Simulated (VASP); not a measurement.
# PtSe2 (P-3m1) in VASP: notebook

PtSe2 is run at these levels: PBE; tasks: relaxation of shape and atoms at fixed volume.

All numbers are computed with VASP 6.6.1; they aren't measurements. Logs are shortened: lines on timing, memory, paths and dates and some standing lists are left out, and cuts for length are marked.

## (1) The cell of the first run

It takes space group P-3m1 (No. 164, trigonal). The conventional cell has a = 3.789 Å, b = 3.789 Å, c = 6.592 Å, α = 90.00°, β = 90.00°, γ = 120.00°. Within 3.4 Å of Pt (site symmetry -3m) lie 6 Se at 2.55 Å. Se (site symmetry 3m) has 3 Pt at 2.55 Å and 3 Se at 3.43 Å within 3.5 Å.

## (2) Relaxation of shape and atoms at fixed volume, PBE (27.31 Å³/atom)

Contents of INCAR:

```
ALGO = Normal
EDIFF = 1E-6
EDIFFG = -0.01
ENCUT = 600
GGA = PE
IBRION = 2
ISIF = 4
ISMEAR = 0
LASPH = True
LCHARG = False
LREAL = False
LWAVE = False
NELM = 80
NSW = 50
PREC = Accurate
SIGMA = 0.02
```

Contents of KPOINTS:

```
k-points
0
Gamma
  12 12 4
```

Contents of POSCAR:

```
PtSe2
1.0
    3.7888096377      0.0000000000      0.0000000000
   -1.8944048189      3.2812053964      0.0000000000
    0.0000000000      0.0000000000      6.5915057075
Pt Se
1 2
Direct
    0.0000000000      0.0000000000      0.0000000000
    0.3333333333      0.6666666667      0.2001869818
    0.6666666667      0.3333333333      0.7998130182
```

Potentials or basis: VASP PAW PBE potentials, release 64 (Pt, Se).

The run is started by

```sh
$ cat potpaw_PBE.64/Pt/POTCAR potpaw_PBE.64/Se/POTCAR > POTCAR
$ mpirun -np 1 vasp_std > vasp.out
```

OUTCAR:

```text
EDIFF = 1E-6
   EDIFFG = -0.01
   ENCUT = 600
   GGA = PE
   IBRION = 2
   ISIF = 4
   ISMEAR = 0
   LASPH = True
   LREAL = False
   NELM = 80
   NSW = 50
   PREC = Accurate

 ion  position               nearest neighbor table
   1  0.000  0.000  0.000-   2 2.55   3 2.55   3 2.55   2 2.55   3 2.55   2 2.55
   2  0.333  0.667  0.200-   1 2.55   1 2.55   1 2.55
   3  0.667  0.333  0.800-   1 2.55   1 2.55   1 2.55

  LATTYP: Found a hexagonal cell.
 ALAT       =     3.7888096377
 C/A-ratio  =     1.7397299780

  Lattice vectors:

 A1 = (   3.7888096377,   0.0000000000,   0.0000000000)
 A2 = (  -1.8944048189,   3.2812053964,   0.0000000000)
 A3 = (   0.0000000000,   0.0000000000,   6.5915057075)

Analysis of symmetry for initial positions (statically):
=====================================================================
 Subroutine PRICEL returns:
 Original cell was already a primitive cell.

 Routine SETGRP: Setting up the symmetry group for a
 hexagonal supercell.

 Subroutine GETGRP returns: Found 12 space group operations
 (whereof 12 operations were pure point group operations)
 out of a pool of 24 trial point group operations.

The static configuration has the point symmetry D_3d.

Analysis of symmetry for dynamics (positions and initial velocities):
=====================================================================
 Subroutine PRICEL returns:
 Original cell was already a primitive cell.

 Routine SETGRP: Setting up the symmetry group for a
 hexagonal supercell.

 Subroutine GETGRP returns: Found 12 space group operations
 (whereof 12 operations were pure point group operations)
 out of a pool of 24 trial point group operations.

The dynamic configuration has the point symmetry D_3d.

 Subroutine INISYM returns: Found 12 space group operations
 (whereof 12 operations are pure point group operations),
 and found     1 'primitive' translations

----------------------------------------------------------------------------------------

                                     Primitive cell

  volume of cell :      81.9447

  direct lattice vectors                    reciprocal lattice vectors
     3.788809638  0.000000000  0.000000000     0.263935139  0.152383024  0.000000000
    -1.894404819  3.281205396  0.000000000     0.000000000  0.304766048  0.000000000
     0.000000000  0.000000000  6.591505707     0.000000000  0.000000000  0.151710405

  length of vectors
     3.788809638  3.788809638  6.591505707     0.304766048  0.304766048  0.151710405

  position of ions in fractional coordinates (direct lattice)
     0.000000000  0.000000000  0.000000000
     0.333333333  0.666666667  0.200186982
     0.666666667  0.333333333  0.799813018

  ion indices of the primitive-cell ions
   primitive index   ion index
                 1           1
                 2           2
                 3           3

----------------------------------------------------------------------------------------

 KPOINTS: k-points

Automatic generation of k-mesh.
 Grid dimensions read from file:
 generate k-points for:   12   12    4

 Generating k-lattice:

  Cartesian coordinates                     Fractional coordinates (reciprocal lattice)
     0.021994595  0.012698585  0.000000000     0.083333333  0.000000000  0.000000000
     0.000000000  0.025397171  0.000000000     0.000000000  0.083333333  0.000000000
     0.000000000  0.000000000  0.037927601     0.000000000  0.000000000  0.250000000

  Length of vectors
     0.025397171  0.025397171  0.037927601

  Shift w.r.t. Gamma in fractional coordinates (k-lattice)
     0.000000000  0.000000000  0.000000000

 Subroutine IBZKPT returns following result:
 ===========================================

 Found     69 irreducible k-points:

 Following reciprocal coordinates:
            Coordinates               Weight
  0.000000  0.000000  0.000000      1.000000
  0.083333  0.000000  0.000000      6.000000
  0.166667  0.000000  0.000000      6.000000
  0.250000  0.000000  0.000000      6.000000
  0.333333  0.000000  0.000000      6.000000
  0.416667  0.000000  0.000000      6.000000
[... 16 lines left out ...]
  0.166667  0.000000  0.250000      6.000000
  0.000000  0.166667  0.250000      6.000000
 [... further k-points ...]
   k-points           NKPTS =     69   k-points in BZ     NKDIM =     69   number of bands    NBANDS=     15
   number of dos      NEDOS =    301   number of ions     NIONS =      3
   total plane-waves  NPLWV =  48600
   dimension x,y,z NGX =    30 NGY =   30 NGZ =   54
   dimension x,y,z NGXF=    60 NGYF=   60 NGZF=  108
   ions per type =               1   2
   NGX,Y,Z   is equivalent  to a cutoff of  13.16, 13.16, 13.62 a.u.
   NGXF,Y,Z  is equivalent  to a cutoff of  26.33, 26.33, 27.24 a.u.
 SYSTEM =  unknown system
   PREC   = accura    normal or accurate (medium, high low for compatibility)
   ISTART =      0    job   : 0-new  1-cont  2-samecut
   ICHARG =      2    charge: 1-file 2-atom 10-const
   ISPIN  =      1    spin polarized calculation?
   LNONCOLLINEAR =      F non collinear calculations
   LSORBIT =      F    spin-orbit coupling
   LASPH  =      T    aspherical Exc in radial PAW
   ENCUT  =  600.0 eV  44.10 Ry    6.64 a.u.   7.57  7.57 13.16*2*pi/ulx,y,z
   NELM   =     80;   NELMIN=  2; NELMDL= -5     # of ELM steps
   EDIFF  = 0.1E-05   stopping-criterion for ELM
   LREAL  =      F    real-space projection
   EDIFFG = -.1E-01   stopping-criterion for IOM
   NSW    =     50    number of steps for IOM
   IBRION =      2    ionic relax: 0-MD 1-quasi-New 2-CG
   NFREE  =      1    steps in history (QN), initial steepest desc. (CG)
   ISIF   =      4    stress and relaxation
   ISYM   =      2    0-nonsym 1-usesym 2-fastsym
   POTIM  = 0.5000    time-step for ionic-motion
   TEBEG  =    0.0;   TEEND  =   0.0 temperature during run
   PSTRESS=    0.0 pullay stress
   NELECT =      22.0000    total number of electrons
   NUPDOWN=      -1.0000    fix difference up-down
   EMIN   =  10.00;   EMAX   =-10.00  energy-range for DOS
   EFERMI =   0.00;   METHOD = LEGACY
   ISMEAR =     0;   SIGMA  =   0.02  broadening in eV -4-tet -1-fermi 0-gaus
   EFERMI_NEDOS =   21; number of points for ismear=-14 and -15
   IALGO  =     38    algorithm
   IMIX   =      4    mixing-type and parameters
     AMIX     =   0.40;   BMIX     =  1.00
     AMIX_MAG =   1.60;   BMIX_MAG =  1.00
  volume/ion in A,a.u.               =      27.31       184.33
  Fermi-wavevector in a.u.,A,eV,Ry     =   1.056109  1.995757 15.175481  1.115366
  Thomas-Fermi vector in A             =   2.191333
   LORBIT       =      0    0 simple, 1 ext, 2 COOP (PROOUT), +10 PAW based schemes
   GGA     = PE    functional components
   LHFCALC =     F    Hartree Fock is set to
   AEXX    =    0.0000 exact exchange contribution
   IVDW    =     0    specifies the selected vdW correction
   LEPSILON=     F    determine dielectric tensor
   LRPA    =     F    only Hartree local field effects (RPA)
 conjugate gradient relaxation of ions
 non-spin polarized calculation
 Gauss-broadening in eV      SIGMA  =   0.02
  energy-cutoff  :      600.00
  volume of cell :       81.94
 maximum number of plane-waves:      2764
   NGX = 15   NGY = 15   NGZ = 27

--------------------------------------- Ionic step        1  -------------------------------------------

 number of electron      22.0000000 magnetization

 Free energy of the ion-electron system (eV)
  ---------------------------------------------------
  ext. energy  EPLUGINS =         0.00000000
  ---------------------------------------------------
  free energy    TOTEN  =       -14.28406034 eV

  energy without entropy =      -14.28406034  energy(sigma->0) =      -14.28406034

------------------------ aborting loop because EDIFF is reached ----------------------------------------

  FORCE on cell =-STRESS in cart. coord.  units (eV):
  Direction    XX          YY          ZZ          XY          YZ          ZX
  --------------------------------------------------------------------------------------
  -------------------------------------------------------------------------------------
  Total       -1.4225854     -1.4225854     -0.9558274      0.0000000     -0.0000000     -0.0000000
  in kB      -27.8142980    -27.8142980    -18.6882761      0.0000000     -0.0000000     -0.0000000
  external PRESSURE =     -24.7722907 kB  Pullay stress =       0.0000000 kB
[... 170 lines left out ...]
  energy  without entropy=      -14.3028017328  energy(sigma->0) =      -14.30280173

--------------------------------------- Ionic step        6  -------------------------------------------

 number of electron      22.0000002 magnetization

 Free energy of the ion-electron system (eV)
  ---------------------------------------------------
  ext. energy  EPLUGINS =         0.00000000
  ---------------------------------------------------
  free energy    TOTEN  =       -14.30304907 eV

  energy without entropy =      -14.30304907  energy(sigma->0) =      -14.30304907

 E-fermi :   2.7918     XC(G=0):  -8.7728

 val. band max:        2.6935856284   @ k =   0.1667   0.0000   0.0000
 cond. band min:       3.6856666838   @ k =   0.0000   0.2500   0.2500
 fundamental gap:      0.9920810554
 Fermi energy:         2.7917708699

 k-point     1 :       0.0000    0.0000    0.0000
  band No.  band energies     occupation
      1     -11.4110      2.00000
      2      -9.5993      2.00000
      3      -2.5787      2.00000
      4      -2.4986      2.00000
      5      -2.4986      2.00000
      6      -0.2638      2.00000
      7      -0.2638      2.00000
      8       1.2006      2.00000
      9       2.4368      2.00000
     10       2.5077      2.00000
     11       2.5077      2.00000
     12       5.4252      0.00000
     13       5.4252      0.00000
     14       6.8937      0.00000
     15       8.0022      0.00000
[... 397 lines left out ...]
 k-point    24 :       0.0000    0.1667    0.2500
  band No.  band energies     occupation
      1     -11.1190      2.00000
      2      -9.6520      2.00000
      3      -2.5384      2.00000
      4      -2.3349      2.00000
      5      -2.1660      2.00000
      6      -0.7455      2.00000
      7      -0.4305      2.00000
      8       0.5917      2.00000
      9       2.1659      2.00000
     10       2.4384      2.00000
     11       2.5915      2.00000
     12       4.1165      0.00000
     13       5.1093      0.00000
     14       8.4521      0.00000
     15       8.8300      0.00000

 [... further k-points ...]
[... 5 lines left out ...]
  --------------------------------------------------------------------------------------
  -------------------------------------------------------------------------------------
  Total       -0.0068484     -0.0068484     -0.0161554      0.0000000      0.0000000     -0.0000000
  in kB       -0.1338990     -0.1338990     -0.3158695      0.0000000      0.0000000     -0.0000000
  external PRESSURE =      -0.1945558 kB  Pullay stress =       0.0000000 kB
[... 18 lines left out ...]
  FREE ENERGIE OF THE ION-ELECTRON SYSTEM (eV)
  ---------------------------------------------------
  free  energy   TOTEN  =       -14.3030490691 eV

  energy  without entropy=      -14.3030490691  energy(sigma->0) =      -14.30304907

 reached required accuracy - stopping structural energy minimisation
```

It took 9.4 min on 1 thread of Intel Xeon 8259CL, shared host; peak memory 0.3 GiB.

What came out:

| Quantity | Value |
| --- | --- |
| Free energy | -14.3030 eV |
| Energy gained by relaxing | 6.3 meV/atom |
| Ionic steps | 6 |
| Pressure after relaxing | 0.0 GPa |
| Band gap on the k mesh | 0.99 eV (least direct gap 1.13 eV) |

The path:
```csv
step,energy change (eV),largest force (eV/Å),pressure (GPa),volume (Å³)
1,0.0000,0.3535,-2.48,81.94
2,-0.0116,0.1914,-1.56,81.94
3,-0.0176,0.0219,-0.35,81.94
4,-0.0176,0.0464,-0.21,81.94
5,-0.0187,0.0218,-0.10,81.94
6,-0.0190,0.0019,-0.02,81.94
```

Final structure:
```cif
data_structure
_symmetry_space_group_name_H-M 'P 1'
_symmetry_Int_Tables_number 1
_cell_length_a 3.7500
_cell_length_b 3.7500
_cell_length_c 6.7285
_cell_angle_alpha 90.000
_cell_angle_beta 90.000
_cell_angle_gamma 120.000
_cell_volume 81.94
loop_
_atom_site_label
_atom_site_type_symbol
_atom_site_fract_x
_atom_site_fract_y
_atom_site_fract_z
_atom_site_occupancy
Pt1 Pt 0.00000 0.00000 0.00000 1
Se1 Se 0.33333 0.66667 0.19427 1
Se2 Se 0.66667 0.33333 0.80573 1
```

Caveat: spin-orbit coupling is left out, which moves the levels of the heavy elements; this functional lacks dispersion, which binds layers or chains, so the pressure and a relaxed spacing across them are unreliable. A k mesh can miss the band edges.

## (3) Relaxation of shape and atoms at fixed volume, PBE (28.11 Å³/atom)

This run uses another cell than the first one, of 28.11 Å³/atom.

Contents of INCAR:

```
PREC     = Accurate       # precision mode
ENCUT    = 600            # plane-wave cutoff, eV
EDIFF    = 1E-6           # SCF threshold, eV
ISMEAR   = 0              # smearing method
SIGMA    = 0.02           # smearing width, eV
LREAL    = False          # projectors in reciprocal space
LASPH    = True           # aspherical terms in the spheres
NELM     = 100            # most SCF steps
ALGO     = Normal         # electronic algorithm
ISIF     = 4              # what is computed and relaxed
LWAVE    = False          # write WAVECAR
LCHARG   = False          # write CHGCAR
GGA      = PE             # functional
IBRION   = 2              # ionic algorithm
NSW      = 50             # ionic steps
EDIFFG   = -0.01          # ionic threshold
```

Contents of KPOINTS:

```
Automatic mesh
0
Gamma
  12 12 4
```

Contents of POSCAR:

```
PtSe2
1.0
    3.7902715478      0.0000000000      0.0000000000
   -1.8951357739      3.2824714476      0.0000000000
    0.0000000000      0.0000000000      6.7782595263
Pt Se
1 2
Direct
    0.0000000000      0.0000000000      0.0000000000
    0.3333333333      0.6666666667      0.1944843978
    0.6666666667      0.3333333333      0.8055156022
```

Potentials or basis: VASP PAW PBE potentials, release 64 (Pt, Se).

The run is started by

```sh
$ cat potpaw_PBE.64/Pt/POTCAR potpaw_PBE.64/Se/POTCAR > POTCAR
$ mpirun -np 1 vasp_std > vasp.out
```

OUTCAR:

```text
PREC = Accurate
   ENCUT = 600
   EDIFF = 1E-6
   ISMEAR = 0
   LREAL = False
   LASPH = True
   NELM = 100
   ISIF = 4
   GGA = PE
   IBRION = 2
   NSW = 50
   EDIFFG = -0.01

 ion  position               nearest neighbor table
   1  0.000  0.000  0.000-   2 2.55   3 2.55   2 2.55   3 2.55   3 2.55   2 2.55
   2  0.333  0.667  0.194-   1 2.55   1 2.55   1 2.55
   3  0.667  0.333  0.806-   1 2.55   1 2.55   1 2.55

  LATTYP: Found a hexagonal cell.
 ALAT       =     3.7902715478
 C/A-ratio  =     1.7883308467

  Lattice vectors:

 A1 = (   3.7902715478,   0.0000000000,   0.0000000000)
 A2 = (  -1.8951357739,   3.2824714476,   0.0000000000)
 A3 = (   0.0000000000,   0.0000000000,   6.7782595263)

Analysis of symmetry for initial positions (statically):
[... 375 lines left out ...]
 fundamental gap:      1.0599668269
 Fermi energy:         2.5469120923

 k-point     1 :       0.0000    0.0000    0.0000
  band No.  band energies     occupation
      1     -11.6382      2.00000
      2      -9.8406      2.00000
      3      -2.7795      2.00000
      4      -2.7303      2.00000
      5      -2.7303      2.00000
      6      -0.4962      2.00000
      7      -0.4962      2.00000
      8       0.9889      2.00000
      9       2.1164      2.00000
     10       2.2734      2.00000
     11       2.2734      2.00000
     12       5.2012      0.00000
     13       5.2012      0.00000
     14       6.6166      0.00000
[... 401 lines left out ...]
      2      -9.8840      2.00000
      3      -2.7628      2.00000
      4      -2.5664      2.00000
      5      -2.4023      2.00000
      6      -0.9761      2.00000
      7      -0.6632      2.00000
      8       0.3637      2.00000
      9       1.9670      2.00000
     10       2.2028      2.00000
     11       2.3075      2.00000
     12       3.8845      0.00000
     13       4.8879      0.00000
     14       8.1607      0.00000
     15       8.5754      0.00000

 [... further k-points ...]
[... 5 lines left out ...]
  --------------------------------------------------------------------------------------
  -------------------------------------------------------------------------------------
  Total       -0.0185820     -0.0185820     -0.0266208      0.0000000      0.0000000      0.0000000
  in kB       -0.3530317     -0.3530317     -0.5057570      0.0000000      0.0000000      0.0000000
  external PRESSURE =      -0.4039401 kB  Pullay stress =       0.0000000 kB
[... 18 lines left out ...]
  FREE ENERGIE OF THE ION-ELECTRON SYSTEM (eV)
  ---------------------------------------------------
  free  energy   TOTEN  =       -14.3024734454 eV

  energy  without entropy=      -14.3024734454  energy(sigma->0) =      -14.30247345

 reached required accuracy - stopping structural energy minimisation
```

Run time: 11 min. Hardware: 1 thread of Intel Xeon 8259CL, shared host; peak memory 0.3 GiB.

What came out:

| Item | Value |
| --- | --- |
| Free energy | -14.3025 eV |
| Energy gained by relaxing | 6.5 meV/atom |
| Ionic steps | 6 |
| Pressure after relaxing | 0.0 GPa |
| Band gap on the k mesh | 1.06 eV (least direct gap 1.20 eV) |

Step by step:
```csv
step,energy change (eV),largest force (eV/Å),pressure (GPa),volume (Å³)
1,0.0000,0.3488,-2.45,84.33
2,-0.0117,0.1902,-1.55,84.33
3,-0.0180,0.0241,-0.34,84.33
4,-0.0180,0.0499,-0.19,84.33
5,-0.0191,0.0222,-0.11,84.33
6,-0.0194,0.0017,-0.04,84.33
```

Final structure:
```
Pt Se
1.0
     3.74980    0.00000    0.00000
    -1.87490    3.24743    0.00000
     0.00000    0.00000    6.92535
Pt Se
1 2
Direct
  0.00000 0.00000 0.00000
  0.33333 0.66667 0.18877
  0.66667 0.33333 0.81123
```

Caveat: spin-orbit coupling is left out, which moves the levels of the heavy elements; this functional lacks dispersion, which binds layers or chains, so the pressure and a relaxed spacing across them are unreliable.
